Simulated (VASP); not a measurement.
Set up this calculation in VASP 6.6.1, as the native input.

```
Task                   : single point
Functional             : RPBE
Potentials or basis    : VASP PAW PBE potentials, release 64 (Cu)
Cutoff                 : 520 eV
k mesh                 : 24 × 24 × 24
Occupations            : fermi-dirac, width 0.1 eV
Spin                   : no spin polarisation
Dipole correction      : no
Further INCAR settings : ALGO = Normal; EDIFF = 1e-06; NBANDS = 12
```

The structure of Cu lies in POSCAR:

```
Cu
1.0
    0.0000000000      1.8114512743      1.8114512743
    1.8114512743      0.0000000000      1.8114512743
    1.8114512743      1.8114512743      0.0000000000
Cu
1
Direct
    0.0000000000      0.0000000000      0.0000000000
```

One way to write it, as run:

INCAR

```
PREC = Accurate
ENCUT = 520
EDIFF = 1E-6
ISMEAR = -1
SIGMA = 0.1
LREAL = False
LASPH = True
NELM = 60
ALGO = Normal
ISIF = 2
LWAVE = False
LCHARG = False
GGA = RP
NBANDS = 12
```

KPOINTS

```
Automatic mesh
0
Gamma
  24 24 24
```

Potentials or basis: VASP PAW PBE potentials, release 64 (Cu).

Run with:

```bash
$ cat potpaw_PBE.64/Cu/POTCAR > POTCAR
$ mpirun -np 1 vasp_std > vasp.out
```

It gave:

```json
{
  "Pressure": "6.3 GPa",
  "Band gap on the k mesh": "zero (an odd number of electrons rules out a gap without spin polarisation)"
}
```

Caveat: the cell stands under pressure; the PAW data sets were made with another functional, which shifts forces and pressure a little.

Wall time 51 s on 1 thread of Intel Xeon 8259CL, with other jobs on the host, peak memory 0.17 GiB.
